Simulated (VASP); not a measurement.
# Na8Cl9 (a cell with a defect) in VASP: further runs, part 3 of 3

VASP 6.6.1. Earlier steps stand in the parts before.

### Step 6. Single point, PBE, collinear spin, zero start

The input, INCAR:

```
ALGO     = Normal         # electronic algorithm
EDIFF    = 1E-6           # SCF threshold, eV
ENCUT    = 520            # plane-wave cutoff, eV
GGA      = PE             # functional
ISIF     = 2              # what is computed and relaxed
ISMEAR   = -1             # smearing method
ISPIN    = 2              # spin polarisation
LASPH    = T              # aspherical terms in the spheres
LCHARG   = F              # write CHGCAR
LORBIT   = 11             # projections on sites
LREAL    = Auto         
LWAVE    = F              # write WAVECAR
MAGMOM   = 0 0 0 0 0 0 0 0 0 0 0 0 0 0 0 0 0 # initial moments
NBANDS   = 78             # bands
NELM     = 150            # most SCF steps
PREC     = Accurate       # precision mode
SIGMA    = 0.02           # smearing width, eV
```

The input, KPOINTS:

```
k-points
0
Gamma
  2 2 2
```

The input, POSCAR:

```
Na8Cl9
1.0
    0.0000000000      5.6850000000      5.6850000000
    5.6850000000      0.0000000000      5.6850000000
    5.6850000000      5.6850000000      0.0000000000
Na Cl
8 9
Direct
   -0.0021284081      0.0371503958      0.0184520668
   -0.0256376429      0.0476781003      0.4332014072
    0.0318733509      0.5560598065     -0.0565171504
    0.0256024626      0.4679419525      0.4966314864
    0.5047581354     -0.0268689534      0.0073262973
    0.4983113456      0.0107827617      0.4835004398
    0.4895866315      0.5012840809      0.0172383465
    0.4588918206      0.4793139842      0.4913456464
    0.2645118734      0.2500703606      0.2457431838
    0.2577572559      0.2394459103      0.8150659631
    0.2768601583      0.7469744943      0.2348900616
    0.3448460862      0.7088038698      0.7285048373
    0.7426561126      0.2670360598      0.2664204046
    0.7040105541      0.3564291996      0.7291468777
    0.7480914688      0.7957431838      0.2410378188
    0.7761477573      0.7502198769      0.7324010554
    0.0097537379     -0.0005013193      0.7401671064
```

Potentials or basis: VASP PAW PBE potentials, release 64 (Na_pv, Cl).

Launch:

```bash
> cat potpaw_PBE.64/Na_pv/POTCAR potpaw_PBE.64/Cl/POTCAR > POTCAR
> mpirun -np 1 vasp_std > vasp.out
```

OUTCAR:

```text
EDIFF = 1E-6
   ENCUT = 520
   GGA = PE
   ISIF = 2
   ISMEAR = -1
   ISPIN = 2
   LASPH = T
   LORBIT = 11
   LREAL = Auto
   NELM = 150
   PREC = Accurate

 ion  position               nearest neighbor table
   1  0.998  0.037  0.018-  17 2.35  10 2.65  13 2.72
   2  0.974  0.048  0.433-  13 2.29  17 2.44
   3  0.032  0.556  0.943-  10 2.64  16 2.68  12 2.73
   4  0.026  0.468  0.497-  14 2.61   9 2.67
   5  0.505  0.973  0.007-  10 2.53  11 2.58
   6  0.498  0.011  0.484-  15 2.61  12 2.66   9 2.68
   7  0.490  0.501  0.017-  14 2.53  12 2.53  11 2.64   9 2.71
   8  0.459  0.479  0.491-  13 2.54  11 2.54  10 2.65
   9  0.265  0.250  0.246-   4 2.67   6 2.68   7 2.71
  10  0.258  0.239  0.815-   5 2.53   3 2.64   8 2.65   1 2.65
  11  0.277  0.747  0.235-   8 2.54   5 2.58   7 2.64
  12  0.345  0.709  0.729-  17 2.53   7 2.53   6 2.66   3 2.73
  13  0.743  0.267  0.266-   2 2.29   8 2.54   1 2.72
  14  0.704  0.356  0.729-   7 2.53   4 2.61
  15  0.748  0.796  0.241-   6 2.61
  16  0.776  0.750  0.732-   3 2.68
  17  0.010  0.999  0.740-   1 2.35   2 2.44  12 2.53

  LATTYP: Found a face centered cubic cell.
 ALAT       =    11.3700000000
[... 1416 lines left out ...]

 VOLUME and BASIS-vectors are now :
 -----------------------------------------------------------------------------
  energy-cutoff  :      520.00
  volume of cell :      367.47
      direct lattice vectors                 reciprocal lattice vectors
     0.000000000  5.685000000  5.685000000    -0.087950748  0.087950748  0.087950748
     5.685000000  0.000000000  5.685000000     0.087950748 -0.087950748  0.087950748
     5.685000000  5.685000000  0.000000000     0.087950748  0.087950748 -0.087950748

 POSITION                                       TOTAL-FORCE (eV/Angst)
 -----------------------------------------------------------------------------------
      0.31610      5.77780      5.88410         0.670053      0.571188     -0.265444
      2.73380      8.00200      5.81030        -0.538702      1.374696      0.012860
      8.52490      5.54490      3.34240         0.484938      0.087383     -0.125456
      5.48360      2.96890      2.80580         0.328412     -0.250770      0.099129
      5.57390      2.91120      8.40180        -0.060587      0.551875      0.589105
      2.81000      5.58160      2.89420         0.079051      0.288093     -0.029556
[... 9 lines left out ...]
      8.42870      8.57610      8.67740         0.016462     -0.141448     -0.030470
      9.89000      4.26330      5.73760         0.046831     -0.530584      0.192206
 -----------------------------------------------------------------------------------
    total drift:                               -0.001168     -0.002295     -0.001815

  FREE ENERGIE OF THE ION-ELECTRON SYSTEM (eV)
  ---------------------------------------------------
  free  energy   TOTEN  =       -53.0739898761 eV

  energy  without entropy=      -53.0739898761  energy(sigma->0) =      -53.07398988

 total charge

# of ion       s       p       d       tot
------------------------------------------
    1        0.060   5.997   0.000   6.057
    2        0.069   6.006   0.000   6.075
    3        0.043   5.979   0.000   6.022
    4        0.043   5.977   0.000   6.020
    5        0.050   5.986   0.000   6.036
    6        0.047   5.983   0.000   6.030
[... 9 lines left out ...]
   16        1.589   3.577   0.000   5.166
   17        1.623   3.519   0.000   5.142
--------------------------------------------------
tot         14.810  80.042   0.000  94.852

 magnetization (x)

# of ion       s       p       d       tot
------------------------------------------
    1       -0.000   0.000   0.000   0.000
    2        0.000  -0.000   0.000  -0.000
    3       -0.000   0.000   0.000   0.000
    4       -0.000   0.000   0.000   0.000
    5       -0.000   0.000   0.000   0.000
    6        0.000   0.000   0.000   0.000
[... 9 lines left out ...]
   16       -0.000  -0.000   0.000  -0.000
   17       -0.000  -0.000   0.000  -0.000
--------------------------------------------------
tot         -0.000  -0.000   0.000  -0.000
```

Run time: 32 min. Hardware: 1 thread of AMD EPYC, shared host; peak memory 0.75 GiB.

Results:

```
Free energy                                           : -53.0740 eV
Pressure                                              : 4.8 GPa
Largest force                                         : 1.710 eV/Å
Net moment                                            : 0.00 μB per cell
Valence electrons inside the program's atomic spheres : Na 6.06, 6.08, 6.02, 6.04, 6.03, 6.05; Cl 5.18, 5.20, 5.12, 5.22, 5.17, 5.14
```

Forces on the atoms (eV/Å):
```
Na   0.670  0.571 -0.265
Na  -0.539  1.375  0.013
Na   0.485  0.087 -0.125
Na   0.328 -0.251  0.099
Na  -0.061  0.552  0.589
Na   0.079  0.288 -0.030
Na   0.164  0.467  0.139
Na   0.537  0.615  0.427
Cl   0.084 -0.208  0.079
Cl  -0.415 -0.803  0.079
Cl   0.320 -0.387 -0.504
Cl  -0.787  0.254 -0.175
Cl  -0.115 -1.706  0.015
Cl  -0.326 -0.372 -0.468
Cl  -0.488  0.189 -0.034
Cl   0.016 -0.141 -0.030
Cl   0.047 -0.531  0.192
```

Stress tensor (GPa, compression positive):
```
 5.13  0.09 -0.28
 0.09  6.51  0.01
-0.28  0.01  2.89
```

Caveat: the k points lie up to 0.48 Å⁻¹ apart.

### Step 7. Single point, PBE, collinear spin, zero start

The input, INCAR:

```
SYSTEM = Na8Cl9
  PREC = Accurate
  ENCUT = 520
  EDIFF = 1E-7
  ISMEAR = -1
  SIGMA = 0.02
  LREAL = Auto
  LASPH = .TRUE.
  NELM = 150
  ALGO = Normal
  ISIF = 2
  LWAVE = .FALSE.
  LCHARG = .FALSE.
  ISPIN = 2
  MAGMOM = 0 0 0 0 0 0 0 0 0 0 0 0 0 0 0 0 0
  LORBIT = 11
  GGA = PE
  NBANDS = 78
```

The input, KPOINTS:

```
regular mesh
0
G
  2 2 2
  0 0 0
```

The input, POSCAR:

```
Na8Cl9
1.0
    0.0000000000      5.6850000000      5.6850000000
    5.6850000000      0.0000000000      5.6850000000
    5.6850000000      5.6850000000      0.0000000000
Na Cl
8 9
Direct
    0.0209850484      0.0414951627      0.0196130167
    0.0215655233      0.0122603342      0.4459982410
    0.0378627968      0.5286279683     -0.0015215479
    0.0071152155      0.4834212841      0.4602726473
    0.4815303430     -0.0296745822      0.0302198769
    0.5056728232      0.0053737907      0.4945206684
    0.5275373791      0.4883817062      0.0131662269
    0.4567194371      0.4659542656      0.5110026385
    0.2764555849      0.2496833773      0.2243535620
    0.2702814424      0.2537467018      0.7913720317
    0.2544327177      0.7502814424      0.2622427441
    0.3796569921      0.6766666667      0.7177220756
    0.7392172383      0.2662005277      0.2653913808
    0.6876517150      0.3461037819      0.7538434477
    0.7819876869      0.7653122252      0.2480914688
    0.7896921724      0.7713456464      0.7414423923
    0.0219261214      0.0184432718      0.7321108179
```

Launch:

```bash
> cat potpaw_PBE.64/Na_pv/POTCAR potpaw_PBE.64/Cl/POTCAR > POTCAR
> mpirun -np 1 vasp_std > vasp.out
```

Wall time 29 min (1 thread of AMD EPYC, shared host); peak memory 0.75 GiB.

The run converged. Its results:

```
Free energy                                           : -52.9699 eV
Pressure                                              : 5.1 GPa
Largest force                                         : 1.681 eV/Å
Net moment                                            : 0.00 μB per cell
Valence electrons inside the program's atomic spheres : Na 6.05, 6.07, 6.02, 6.03, 6.04, 6.01, 6.06; Cl 5.19, 5.21, 5.20, 5.12, 5.17, 5.16, 5.15
```

Forces in eV/Å, atoms in the order of the input:
```
Na   0.363  0.246 -0.378
Na  -0.368 -0.637 -0.201
Na   0.067 -0.509  0.139
Na   0.428  0.460 -0.141
Na  -0.309  0.493  0.843
Na  -0.019  0.209 -0.087
Na   1.159  0.282  0.177
Na  -0.014  0.098  1.159
Cl   0.220  0.255  0.023
Cl  -0.168 -0.298 -1.067
Cl  -0.551 -0.155 -0.373
Cl   0.986 -0.775 -0.104
Cl  -0.189  0.053  0.159
Cl  -1.677  0.104  0.058
Cl  -0.063 -0.471  0.051
Cl  -0.078 -0.146 -0.594
Cl   0.213  0.790  0.337
```

Stress tensor (GPa, compression positive):
```
 6.24  1.00 -0.17
 1.00  5.36 -0.31
-0.17 -0.31  3.60
```

Levels at points of the mesh, in eV from the Fermi level:
Spin up:
| k point | band 55 | band 56 | band 57 | band 58 | band 59 | band 60 | band 61 | band 62 | band 63 | band 64 |
| --- | --- | --- | --- | --- | --- | --- | --- | --- | --- | --- |
| (0.00, 0.00, 0.00) | -1.99 | -1.81 | -1.72 | -1.63 | -1.39 | 1.17 | 3.21 | 5.15 | 5.26 | 5.30 |
| (0.50, 0.00, 0.00) | -1.77 | -1.76 | -1.57 | -1.35 | -0.95 | -0.50 | 4.46 | 4.77 | 5.72 | 6.02 |
| (0.00, 0.50, 0.00) | -1.84 | -1.79 | -1.63 | -1.33 | -0.95 | -0.50 | 4.47 | 4.75 | 5.80 | 6.02 |
| (0.00, 0.00, 0.50) | -2.06 | -1.99 | -1.76 | -1.55 | -1.28 | 1.17 | 4.34 | 4.92 | 5.72 | 5.82 |
| (0.50, 0.50, 0.50) | -2.03 | -1.89 | -1.76 | -1.72 | -1.18 | 1.17 | 4.41 | 4.89 | 5.80 | 5.93 |
| (0.50, 0.50, 0.00) | -2.04 | -1.81 | -1.79 | -1.47 | -1.15 | 1.17 | 4.86 | 5.11 | 5.88 | 6.04 |
| (0.00, 0.50, 0.50) | -1.94 | -1.86 | -1.70 | -1.22 | -0.95 | -0.50 | 4.98 | 5.18 | 5.90 | 6.01 |
| (0.50, 0.00, 0.50) | -1.92 | -1.79 | -1.70 | -1.29 | -0.96 | -0.50 | 4.98 | 5.06 | 5.81 | 6.02 |
Spin down:
```csv
k point,band 57,band 58,band 59,band 60,band 61,band 62
"(0.00, 0.00, 0.00)",-1.72,-1.63,-1.39,1.17,3.21,5.15
"(0.50, 0.00, 0.00)",-1.57,-1.35,-0.95,-0.50,4.46,4.77
"(0.00, 0.50, 0.00)",-1.63,-1.33,-0.95,-0.50,4.47,4.75
"(0.00, 0.00, 0.50)",-1.76,-1.55,-1.28,1.17,4.34,4.92
"(0.50, 0.50, 0.50)",-1.76,-1.72,-1.18,1.17,4.41,4.89
"(0.50, 0.50, 0.00)",-1.79,-1.47,-1.15,1.17,4.86,5.11
"(0.00, 0.50, 0.50)",-1.70,-1.22,-0.95,-0.50,4.98,5.18
"(0.50, 0.00, 0.50)",-1.70,-1.29,-0.96,-0.50,4.98,5.06
```

Caveat: the k points lie up to 0.48 Å⁻¹ apart.
